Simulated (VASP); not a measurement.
Wanted: the native input for a VASP 6.6.1 run.

| Property | Result |
| --- | --- |
| Task | single point |
| Functional | PBEsol |
| Potentials or basis | VASP PAW PBE potentials, release 64 (Al, Au) |
| Cutoff | 520 eV |
| k mesh | 12 × 12 × 12 |
| Occupations | gaussian, width 0.1 eV |
| Spin | no spin polarisation |
| Dipole correction | no |
| Further INCAR settings | ALGO = Normal; EDIFF = 1e-07; NBANDS = 16 |

The structure of Al2Au lies in POSCAR:

```
Al2Au
1.0
    0.0000000000      3.0983812782      3.0983812782
    3.0983812782      0.0000000000      3.0983812782
    3.0983812782      3.0983812782      0.0000000000
Al Au
2 1
Direct
    0.2500000000      0.2500000000      0.2500000000
    0.7500000000      0.7500000000      0.7500000000
    0.0000000000      0.0000000000      0.0000000000
```

One way to write it, as run:

INCAR

```
ALGO     = Normal         # electronic algorithm
EDIFF    = 1E-7           # SCF threshold, eV
ENCUT    = 520            # plane-wave cutoff, eV
GGA      = PS             # functional
ISIF     = 2              # what is computed and relaxed
ISMEAR   = 0              # smearing method
LASPH    = T              # aspherical terms in the spheres
LCHARG   = T              # write CHGCAR
LELF     = T              # ELF
LREAL    = F              # projectors in reciprocal space
LVHAR    = T            
LWAVE    = F              # write WAVECAR
NBANDS   = 16             # bands
NELM     = 60             # most SCF steps
PREC     = Accurate       # precision mode
SIGMA    = 0.1            # smearing width, eV
```

KPOINTS

```
k-points
0
Gamma
  12 12 12
```

Potentials or basis: VASP PAW PBE potentials, release 64 (Al, Au).

Command:

```bash
$ cat potpaw_PBE.64/Al/POTCAR potpaw_PBE.64/Au/POTCAR > POTCAR
$ mpirun -np 1 vasp_std > vasp.out
```

It gave:

```
Pressure               : -8.8 GPa
Band gap on the k mesh : zero (an odd number of electrons rules out a gap without spin polarisation)
```

Caveat: the cell stands under tension; the PAW data sets were made with another functional, which shifts forces and pressure a little; spin-orbit coupling is left out, which moves the levels of the heavy elements.

It took 100 s on 1 thread of Intel Xeon 8259CL, with other jobs on the host, peak memory 0.25 GiB.
